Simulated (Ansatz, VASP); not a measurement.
# One calculation of SiO2, two programs

File INCAR:

```
SYSTEM = SiO2
PREC = Accurate
ENCUT = 600
EDIFF = 1E-7
ISMEAR = 0
SIGMA = 0.02
LREAL = .False.
LASPH = .True.
NELM = 80
ALGO = Normal
ISIF = 3
LWAVE = .False.
LCHARG = .False.
GGA = PE
IBRION = 2
NSW = 100
EDIFFG = -0.01
```

File KPOINTS:

```
Automatic mesh
0
Gamma
  6 6 4
  0 0 0
```

The input POSCAR:

```
SiO2
1.0
    5.1087452658      0.0000000000      0.0000000000
   -2.5543726329      4.4243031817      0.0000000000
    0.0000000000      0.0000000000      5.5881142762
Si O
3 6
Direct
    0.0000000000      0.5000000000      0.8333333333
    0.5000000000      0.5000000000      0.1666666667
    0.5000000000      0.0000000000      0.5000000000
    0.7918445525      0.5836891049      0.0000000000
    0.2081554475      0.4163108951      0.0000000000
    0.7918445525      0.2081554475      0.6666666667
    0.2081554475      0.7918445525      0.6666666667
    0.4163108951      0.2081554475      0.3333333333
    0.5836891049      0.7918445525      0.3333333333
```

Input for Ansatz:

```yaml
crystal:
  lattice:
    - [5.1087452658, 0.0, 0.0]
    - [-2.5543726329, 4.4243031817, 0.0]
    - [0.0, 0.0, 5.5881142762]
  atoms:
    - { symbol: Si, position: [0.0, 0.5, 0.8333333333] }
    - { symbol: Si, position: [0.5, 0.5, 0.1666666667] }
    - { symbol: Si, position: [0.5, 0.0, 0.5] }
    - { symbol: O, position: [0.7918445525, 0.5836891049, 0.0] }
    - { symbol: O, position: [0.2081554475, 0.4163108951, 0.0] }
    - { symbol: O, position: [0.7918445525, 0.2081554475, 0.6666666667] }
    - { symbol: O, position: [0.2081554475, 0.7918445525, 0.6666666667] }
    - { symbol: O, position: [0.4163108951, 0.2081554475, 0.3333333333] }
    - { symbol: O, position: [0.5836891049, 0.7918445525, 0.3333333333] }
basis:
  ecutwfc: 420
kpoints:
  mp_grid: { grid: [6, 6, 4] }
hamiltonian:
  xc: pbe
scf:
  occupations: { method: gaussian, width: 0.02 }
output:
  forces: true
  stress: true
  eigenvalues: true
  write_density: true
  write_potential: true
  elf: true
  volumetric_format: npy
relax:
  adjacent_minimum: "off"
  f_tol: 0.01
  max_steps: 80
  cell: { stress_tol: 0.05 }
```

Alike in both runs: task relaxation of cell and atoms; functional PBE; k mesh 6 × 6 × 4; occupations gaussian, width 0.02 eV; no spin polarisation.

```csv
,VASP,Ansatz
version,VASP 6.6.1,Ansatz 0.2.0
potentials or method,"VASP PAW PBE potentials, release 64 (Si, O), cutoff 600 eV","scalar-relativistic, plane waves, PAW"
valence electrons in the cell,48,48
```

```tsv
	VASP	Ansatz	Ansatz less VASP
gap on the k mesh at the Fermi level, each at its own relaxed structure (eV)	5.56	5.55	-0.006
relaxed volume (Å³/atom)	14.00	14.01	+0.009
relaxed cell length with the largest relative difference (Å)	5.105	5.106	+0.0011
```
